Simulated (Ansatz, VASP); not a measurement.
One calculation of Ta4C3, two programs

```
Ta C
1.0
     0.00000   -4.40260    0.00000
     0.00000    0.00000   -4.40260
     9.55520    0.00000    0.00000
Ta C
8 6
Direct
  0.50000 0.50000 0.80632
  0.50000 0.50000 0.34557
  0.00000 0.50000 0.11519
  0.00000 0.50000 0.57594
  0.50000 0.00000 0.11519
  0.50000 0.00000 0.57594
  0.00000 0.00000 0.34557
  0.00000 0.00000 0.80632
  0.00000 0.00000 0.11519
  0.00000 0.00000 0.57594
  0.50000 0.00000 0.80632
  0.50000 0.00000 0.34557
  0.00000 0.50000 0.80632
  0.00000 0.50000 0.34557
```

Alike in both runs: task single point; functional PBEsol; k mesh 9 × 9 × 5; occupations gaussian, width 0.15 eV; no spin polarisation.

```csv
,VASP,Ansatz
version,VASP 6.6.1,Ansatz 0.2.0
potentials or method,"VASP PAW PBE potentials, release 64 (Ta_pv, C), cutoff 520 eV","scalar-relativistic, plane waves, PAW"
valence electrons in the cell,112,128
```

Ansatz gave:

```
gap on the k mesh at the Fermi level (eV)                     : none
pressure (GPa)                                                : -9.7
traceless stress, the component that is largest in VASP (GPa) : -6.40
rms of the force components (eV/Å)                            : 0.497
```

Problem. Which values does VASP return?

Solution. gap on the k mesh at the Fermi level (eV): none; pressure (GPa): -9.2; traceless stress, the component that is largest in VASP (GPa): -6.52; rms of the force components (eV/Å): 0.502.

VASP's potentials were made for PBE, not for PBEsol. Atom by atom the forces differ by 0.007 eV/Å (rms over components). A gap of «none» marks a metal or a gap that the smearing closes. VASP's potentials hold 112 valence electrons a cell and Ansatz's 128, so a difference there can come from the potentials and not from the codes.

Neither program's run includes spin-orbit coupling.
